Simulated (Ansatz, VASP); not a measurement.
## One calculation of SiO2, two programs

```
CELL_PARAMETERS angstrom
4.98200 0.00000 0.00000
0.00000 4.98200 0.00000
0.00000 0.00000 6.96300
ATOMIC_POSITIONS crystal
Si 0.30391 0.30391 0.00000
Si 0.19609 0.80391 0.25000
Si 0.69609 0.69609 0.50000
Si 0.80391 0.19609 0.75000
O 0.23732 0.11397 0.18374
O 0.38603 0.73732 0.43374
O 0.76268 0.88603 0.68374
O 0.61397 0.26268 0.93374
O 0.73732 0.38603 0.56626
O 0.88603 0.76268 0.31626
O 0.26268 0.61397 0.06626
O 0.11397 0.23732 0.81626
```

Alike in both runs: functional PBE; k mesh 5 × 5 × 4; occupations fermi-dirac, width 0.02 eV; no spin polarisation.

Ansatz relaxed the structure, and its values are those at the end. VASP's run is a single point on that final structure, the one shown.

```csv
,VASP,Ansatz
version,VASP 6.6.1,Ansatz 0.2.0
potentials or method,"VASP PAW PBE potentials, release 64 (Si, O)","plane-wave PAW, scalar-relativistic"
plane-wave cutoff (eV),520,420
valence electrons in the cell,64,64
```

|  | VASP | Ansatz | Ansatz less VASP |
| --- | --- | --- | --- |
| gap on the k mesh at the Fermi level (eV) | 5.61 | 5.61 | 0.000 |
| pressure (GPa) | 1.2 | 1.1 | -0.12 |
| rms of the force components (eV/Å) | 0.010 | 0.003 | -0.0072 |

The functional is the same, so the differences come from potentials, cutoffs and numerics. Ansatz's warnings: stress scf threshold loose.
